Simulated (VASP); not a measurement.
**AlNi3: relaxation of cell and atoms with r2SCAN**

Crystal: AlNi3.

```xyz
4
Lattice="0.0000 2.8019 2.8019 2.8019 0.0000 2.8019 2.8019 2.8019 0.0000" Properties=species:S:1:pos:R:3 pbc="T T T"
Al    2.8019    2.8019    2.8019
Ni    1.4009    1.4009    1.4009
Ni    0.0000    0.0000    0.0000
Ni    4.2028    4.2028    4.2028
```

| Quantity | Value |
| --- | --- |
| Program | VASP 6.6.1 |
| Task | relaxation of cell and atoms |
| Functional | r2SCAN |
| Potentials or basis | VASP PAW PBE potentials, release 64 (Al, Ni) |
| Cutoff | 600 eV |
| k mesh | 4 × 4 × 4 |
| Occupations | gaussian, width 0.1 eV |
| Spin | no spin polarisation |
| Dipole correction | no |
| Further INCAR settings | ALGO = Normal; EDIFF = 1e-06; IBRION = 2; EDIFFG = -0.01; NSW = 80; ISIF = 3 |

| Quantity | Value |
| --- | --- |
| Pressure after relaxing | -0.1 GPa |

Final structure:
```yaml
crystal:
  lattice:
    - [0.00000, 2.80189, 2.80189]
    - [2.80189, 0.00000, 2.80189]
    - [2.80189, 2.80189, 0.00000]
  atoms:
    - { symbol: Al, position: [0.50000, 0.50000, 0.50000] }
    - { symbol: Ni, position: [0.25000, 0.25000, 0.25000] }
    - { symbol: Ni, position: [0.00000, 0.00000, 0.00000] }
    - { symbol: Ni, position: [0.75000, 0.75000, 0.75000] }
```

Levels at points of the mesh, in eV from the Fermi level:
| k point | band 14 | band 15 | band 16 | band 17 | band 18 | band 19 |
| --- | --- | --- | --- | --- | --- | --- |
| (0.00, 0.00, 0.00) | -0.51 | -0.50 | -0.50 | 5.74 | 5.74 | 5.74 |
| (0.50, 0.00, 0.00) | -0.61 | -0.41 | -0.41 | -0.06 | 4.58 | 4.58 |
| (0.50, 0.50, 0.00) | -0.66 | -0.54 | -0.34 | -0.27 | -0.27 | 0.04 |

Wall time 50 s on 1 thread of Intel(R) Xeon(R) Platinum 8259CL CPU @ 2.50GHz (Skylake/Cascade Lake), with other jobs on the host, peak memory 0.19 GiB.

Caveat: the k points lie up to 0.49 Å⁻¹ apart in the final cell; the relaxation stopped at its first step, so nothing moved; the PAW data sets were made with another functional, which shifts forces and pressure a little. Spin polarisation is off, so any magnetic state and its effect on volume and gap are missing.
